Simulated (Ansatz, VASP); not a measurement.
# One calculation of Ta, two programs

```
Ta
1.0
    -1.65556    1.65556    1.65556
     1.65556   -1.65556    1.65556
     1.65556    1.65556   -1.65556
Ta
1
Direct
  0.00000 0.00000 0.00000
```

Alike in both runs: task single point; functional PBE; k mesh 10 × 10 × 10; occupations fermi-dirac, width 0.02 eV; no spin polarisation.

```csv
,VASP,Ansatz
version,VASP 6.6.1,Ansatz 0.2.0
potentials or method,"VASP PAW PBE potentials, release 64 (Ta_pv)","plane waves, PAW"
plane-wave cutoff (eV),520,420
valence electrons in the cell,11,13
```

|  | VASP | Ansatz | Ansatz less VASP |
| --- | --- | --- | --- |
| pressure (GPa) | 3.3 | 3.1 | -0.11 |

VASP's potentials hold 11 valence electrons a cell and Ansatz's 13, so a difference there can come from the potentials and not from the codes.

Neither program's run includes spin-orbit coupling.
